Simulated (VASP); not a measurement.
Wanted: the native input for a VASP 6.6.1 run.

| Item | Value |
| --- | --- |
| Task | single point |
| Functional | PBE |
| Potentials or basis | VASP PAW PBE potentials, release 64 (Ti_sv, Te) |
| Cutoff | 520 eV |
| k mesh | 10 × 10 × 10 |
| Occupations | gaussian, width 0.05 eV |
| Spin | no spin polarisation |
| Dipole correction | no |
| Further INCAR settings | ALGO = Normal; EDIFF = 1e-06; NBANDS = 19 |

The structure of TiTe2 lies in POSCAR:

```
TiTe2
1.0
    0.0000000000      3.3785461488      3.3785461488
    3.3785461488      0.0000000000      3.3785461488
    3.3785461488      3.3785461488      0.0000000000
Ti Te
1 2
Direct
    0.0000000000      0.0000000000      0.0000000000
    0.2500000000      0.2500000000      0.2500000000
    0.7500000000      0.7500000000      0.7500000000
```

This cell differs from its parent crystal: volume scaled by 0.945.

These files were run (other wordings do the same):

INCAR

```
PREC     = Accurate       # precision mode
ENCUT    = 520            # plane-wave cutoff, eV
EDIFF    = 1E-6           # SCF threshold, eV
ISMEAR   = 0              # smearing method
SIGMA    = 0.05           # smearing width, eV
LREAL    = F              # projectors in reciprocal space
LASPH    = T              # aspherical terms in the spheres
NELM     = 60             # most SCF steps
ALGO     = Normal         # electronic algorithm
ISIF     = 2              # what is computed and relaxed
LWAVE    = F              # write WAVECAR
LCHARG   = F              # write CHGCAR
GGA      = PE             # functional
NBANDS   = 19             # bands
```

KPOINTS

```
regular mesh
0
Gamma
  10 10 10
```

Potentials or basis: VASP PAW PBE potentials, release 64 (Ti_sv, Te).

Run with:

```console
$ cat potpaw_PBE.64/Ti_sv/POTCAR potpaw_PBE.64/Te/POTCAR > POTCAR
$ mpirun -np 1 vasp_std > vasp.out
```

Results of the run:

The pressure is 4.0 GPa and the band gap on the k mesh is zero (band 12 reaches 8.15 eV, above the bottom of band 13 at 7.83 eV).

Caveat: spin-orbit coupling is left out, which moves the levels of the heavy elements.

It took 3.7 min on 1 thread of AMD EPYC 7R13, with other jobs on the host, peak memory 0.21 GiB.
